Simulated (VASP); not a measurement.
Write the native input for VASP 6.6.1 that does the following.

```yaml
Task: relaxation of cell and atoms
Functional: PBEsol
Potentials_or_basis: VASP PAW PBE potentials, release 64 (Cs_sv, Sn_d, I)
Cutoff: 600 eV
k_mesh: 6 × 6 × 6
Occupations: gaussian, width 0.02 eV
Spin: no spin polarisation
Dipole_correction: no
Further_INCAR_settings: ALGO = Normal; EDIFF = 1e-06; IBRION = 2; EDIFFG = -0.005; NSW = 70; ISIF = 3
```

The structure of CsSnI3 lies in POSCAR:

```
CsSnI3
1.0
    6.2831694884      0.0000000000      0.0000000000
    0.0000000000      6.2831694884      0.0000000000
    0.0000000000      0.0000000000      6.2831694884
Cs Sn I
1 1 3
Direct
    0.0000000000      0.0000000000      0.0000000000
    0.5000000000      0.5000000000      0.5000000000
    0.0000000000      0.5000000000      0.5000000000
    0.5000000000      0.0000000000      0.5000000000
    0.5000000000      0.5000000000      0.0000000000
```

These files were run (other wordings do the same):

INCAR

```
SYSTEM = CsSnI3
  ALGO = Normal
  EDIFF = 1E-6
  EDIFFG = -0.005
  ENCUT = 600
  GGA = PS
  IBRION = 2
  ISIF = 3
  ISMEAR = 0
  LASPH = .True.
  LCHARG = .False.
  LREAL = .False.
  LWAVE = .False.
  NELM = 60
  NSW = 70
  PREC = Accurate
  SIGMA = 0.02
```

KPOINTS

```
k-points
0
Gamma
  6 6 6
  0 0 0
```

Potentials or basis: VASP PAW PBE potentials, release 64 (Cs_sv, Sn_d, I).

Command:

```console
$ cat potpaw_PBE.64/Cs_sv/POTCAR potpaw_PBE.64/Sn_d/POTCAR potpaw_PBE.64/I/POTCAR > POTCAR
$ mpirun -np 1 vasp_std > vasp.out
```

It gave:

| Item | Value |
| --- | --- |
| Relaxed volume | 46.25 Å³/atom |
| Relaxed cell | a = 6.138 Å, b = 6.138 Å, c = 6.138 Å, α = 90.00°, β = 90.00°, γ = 90.00° |
| Space group after relaxing (to 0.1 Å) | Pm-3m (No. 221) |
| Energy gained by relaxing | 12.1 meV/atom |
| Ionic steps | 3 |
| Pressure after relaxing | 0.0 GPa |
| Band gap on the k mesh | 0.11 eV |

Caveat: semilocal functionals underestimate gaps, and a narrow one can read as zero; the PAW data sets were made with another functional, which shifts forces and pressure a little; spin-orbit coupling is left out, which moves the levels of the heavy elements.

It took 9.2 min on 1 thread of Intel(R) Xeon(R) Platinum 8375C CPU @ 2.90GHz (Ice Lake) (shared host), peak memory 0.48 GiB.
